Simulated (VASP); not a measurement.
**Na2B: single point with PBE**

The system is Na2B.

```
Na B
1.0
     1.49406    0.86259    5.78476
    -1.49406    0.86259    5.78476
     0.00000   -1.72519    5.78476
Na B
2 1
Direct
  0.74840 0.74840 0.74840
  0.58490 0.58490 0.58490
  0.00000 0.00000 0.00000
```

* Program: VASP 6.6.1
* Task: single point
* Functional: PBE
* Potentials or basis: VASP PAW PBE potentials, release 64 (Na_pv, B)
* Cutoff: 520 eV
* k mesh: 6 × 6 × 6
* Occupations: gaussian, width 0.1 eV
* Spin: no spin polarisation

* Pressure: 28.4 GPa
* Largest force: 2.716 eV/Å
* Band gap on the k mesh: zero (an odd number of electrons rules out a gap without spin polarisation)

Forces in eV/Å, atoms in the order of the input:
```
Na   0.000  0.000  2.716
Na   0.000  0.000 -2.708
B    0.000  0.000 -0.008
```

Stress tensor (GPa, compression positive):
```
26.55  0.00  0.00
 0.00 26.55  0.00
 0.00  0.00 32.12
```

Levels at points of the mesh, in eV from the Fermi level:
```tsv
k point	band 5	band 6	band 7	band 8	band 9	band 10	band 11	band 12
(0.00, 0.00, 0.00)	-23.66	-23.66	-8.24	-2.21	-1.66	4.33	4.33	7.87
(0.50, 0.00, 0.00)	-23.72	-23.72	-4.71	-2.59	0.28	2.80	2.87	3.81
(0.50, 0.50, 0.00)	-23.74	-23.71	-4.69	-2.54	0.03	2.77	2.80	4.16
(0.50, 0.50, 0.50)	-23.66	-23.66	-8.09	-3.84	1.24	4.32	4.32	4.33
```

It took 29 s on 1 thread of Intel(R) Xeon(R) 6975P-C (Granite Rapids), with other jobs on the host, peak memory 0.29 GiB.

Caveat: the k points lie up to 0.41 Å⁻¹ apart, too coarse for converged energies and pressures of a metal; forces of over 1 eV/Å act on the atoms, so gaps and moduli don't describe the material at rest.
